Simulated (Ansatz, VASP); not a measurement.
## One calculation of GdN, two programs

```
Gd N
1.0
     3.43709    0.00000    0.00000
    -1.71854    2.97660    0.00000
     0.00000    0.00000    5.96507
Gd N
2 2
Direct
  0.33333 0.66667 0.25000
  0.66667 0.33333 0.75000
  0.00000 0.00000 0.00000
  0.00000 0.00000 0.50000
```

Alike in both runs: task single point; functional PBE; k mesh 10 × 10 × 8; occupations gaussian, width 0.05 eV; collinear spin.

|  | VASP | Ansatz |
| --- | --- | --- |
| version | VASP 6.6.1 | Ansatz 0.2.0 |
| potentials or method | VASP PAW PBE potentials, release 64 (Gd, N), cutoff 520 eV | scalar-relativistic, plane waves, PAW |
| valence electrons in the cell | 46 | 46 |

|  | VASP | Ansatz | Ansatz less VASP |
| --- | --- | --- | --- |
| pressure (GPa) | 0.1 | 0.0 | -0.11 |
| traceless stress, the component that is largest in VASP (GPa) | 0.07 | 0.02 | -0.044 |
| net moment per atom (μB) | 3.50 | 3.50 | 0.000 |
| size of the moment on the site where the two differ most (μB) | 6.79 | 6.85 | +0.058 |

Site moments also hang on the region over which each program counts them.

Spin-orbit coupling is off throughout.
